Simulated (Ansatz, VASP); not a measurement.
## AlN in VASP and in Ansatz

```
Al N
1.0
     3.12967    0.00000    0.00000
    -1.56483    2.71037    0.00000
     0.00000    0.00000    4.98100
Al N
2 2
Cartesian
  0.0000 1.8069 -0.0023
  1.5648 0.9035 2.4882
  0.0000 1.8069 1.9051
  1.5648 0.9035 4.3956
```

Alike in both runs: task single point; functional PBE; k mesh 8 × 8 × 5; occupations gaussian, width 0.03 eV; no spin polarisation.

```csv
,VASP,Ansatz
version,VASP 6.6.1,Ansatz 0.2.0
potentials or method,"VASP PAW PBE potentials, release 64 (Al, N)","scalar-relativistic, plane waves, PAW"
plane-wave cutoff (eV),520,420
valence electrons in the cell,16,16
```

|  | VASP | Ansatz | Ansatz less VASP |
| --- | --- | --- | --- |
| gap on the k mesh at the Fermi level (eV) | 4.07 | 4.06 | -0.009 |
| least direct gap on the mesh (eV) | 4.07 | 4.06 | -0.009 |
